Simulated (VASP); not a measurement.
The system is Au.

```
CELL_PARAMETERS angstrom
0.00000 2.97571 2.97571
2.97571 0.00000 2.97571
2.97571 2.97571 0.00000
ATOMIC_POSITIONS crystal
Au 0.00000 0.00000 0.00000
Au 0.75000 0.75000 0.75000
Au 0.25000 0.25000 0.25000
```

```yaml
Program: VASP 6.6.1
Task: relaxation of cell and atoms
Functional: PBE
Potentials_or_basis: VASP PAW PBE potentials, release 64 (Au)
Cutoff: 600 eV
k_mesh: 6 × 6 × 6
Occupations: gaussian, width 0.1 eV
Spin: no spin polarisation
```

At the start: pressure 35.8 GPa; volume 17.57 Å³/atom.

**Question.** Where does the relaxation end?

**Answer.** Over 5 steps the energy falls by 347.8 meV/atom and the volume is 21.49 Å³/atom (+22.3 %); space group Fm-3m (No. 225, to 0.05 Å).

The path:
```tsv
step	energy change (eV)	largest force (eV/Å)	pressure (GPa)	volume (Å³)
1	0.0000	0.0000	35.81	52.70
2	0.3130	0.0000	-12.38	88.68
3	-1.0374	0.0000	-1.62	65.59
4	-1.0425	0.0000	-0.58	64.85
5	-1.0433	0.0000	0.00	64.46
```

Final structure:
```cif
data_structure
_symmetry_space_group_name_H-M 'P 1'
_symmetry_Int_Tables_number 1
_cell_length_a 4.5005
_cell_length_b 4.5005
_cell_length_c 4.5005
_cell_angle_alpha 60.000
_cell_angle_beta 60.000
_cell_angle_gamma 60.000
_cell_volume 64.46
loop_
_atom_site_label
_atom_site_type_symbol
_atom_site_fract_x
_atom_site_fract_y
_atom_site_fract_z
_atom_site_occupancy
Au1 Au 0.00000 0.00000 0.00000 1
Au2 Au 0.75000 0.75000 0.75000 1
Au3 Au 0.25000 0.25000 0.25000 1
```

Caveat: the volume moved by over 15 % at a fixed basis, so the end points are rough.
